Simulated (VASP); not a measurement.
Crystal: InP.

```
CELL_PARAMETERS angstrom
0.00000 2.85500 2.85500
2.85500 0.00000 2.85500
2.85500 2.85500 0.00000
ATOMIC_POSITIONS crystal
In 0.00000 0.00000 0.00000
P 0.50000 0.50000 0.50000
```

Program: VASP 6.6.1. Alike in all runs: task single point; no spin polarisation; cell as given; k mesh 8 × 8 × 8; cutoff (eV) 500; smearing gaussian 0.05 eV.

Problem. Order these runs on this cell by their pressure, lowest first.
A. level PBE; potentials or basis VASP PAW PBE potentials, release 64 (In_d, P)
B. level RPBE; potentials or basis VASP PAW PBE potentials, release 64 (In_d, P)
C. level LDA; potentials or basis VASP PAW LDA potentials, release 64 (In_d, P)

Solution. C (-9.6 GPa), A (-5.4 GPa), B (-3.8 GPa).

Caveats: the PAW data sets were made with another functional, which shifts forces and pressure a little (some runs).
